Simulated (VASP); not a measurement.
Input of a VASP 6.6.1 run:

Contents of POSCAR:

```
In3GaP4
1.0
    4.0944716147      0.0000000000      0.0000000000
    0.0000000000      4.0989147696      5.8020774311
    0.0000000000     -4.0989147696      5.8020774311
Ga In P
1 3 4
Direct
    0.0000000000     -0.0003972313     -0.0003972313
    0.5000000000      0.0007435020      0.4994344650
    0.5000000000      0.4994344650      0.0007435020
    0.0000000000      0.4993398855      0.4993398855
    0.5000000000      0.1148846643      0.1148846643
    0.0000000000      0.1195913488      0.6414721486
    0.0000000000      0.6414721486      0.1195913488
    0.5000000000      0.6249312173      0.6249312173
```

INCAR.step1

```
ALGO = Normal
EDIFF = 1E-4
ENCUT = 520
GGA = PE
ISMEAR = 0
LASPH = T
LCHARG = F
LREAL = F
LWAVE = T
NBANDS = 46
NELM = 60
PREC = Accurate
SIGMA = 0.01
```

The input INCAR.step2:

```
ALGO = Normal
EDIFF = 1E-7
ENCUT = 520
ISIF = 2
ISMEAR = 0
ISTART = 1
LASPH = T
LCHARG = F
LMIXTAU = T
LREAL = F
LWAVE = F
METAGGA = R2SCAN
NBANDS = 46
NELM = 60
PREC = Accurate
SIGMA = 0.01
```

The input KPOINTS:

```
k-points
0
Gamma
  6 4 4
```

Potentials or basis: VASP PAW PBE potentials, release 64 (Ga_d, In_d, P).

The run is started by

```bash
$ cat potpaw_PBE.64/Ga_d/POTCAR potpaw_PBE.64/In_d/POTCAR potpaw_PBE.64/P/POTCAR > POTCAR
$ cp INCAR.step1 INCAR
$ mpirun -np 1 vasp_std > vasp.out
$ cp INCAR.step2 INCAR
$ mpirun -np 1 vasp_std > vasp.out
```

Estimate the band gap on the k mesh.

0.96 eV.

Predict the largest force.

0.009 eV/Å.

What does it give for the pressure?

-0.1 GPa.

Forces in eV/Å, atoms in the order of the input:
```
Ga   0.000  0.000  0.009
In   0.000 -0.004 -0.003
In   0.000  0.004 -0.003
In   0.000  0.000  0.004
P    0.000  0.000  0.005
P    0.000  0.005 -0.005
P    0.000 -0.005 -0.005
P    0.000  0.000 -0.002
```

Caveat: the PAW data sets were made with another functional, which shifts forces and pressure a little; spin-orbit coupling is left out, which moves the levels of the heavy elements.
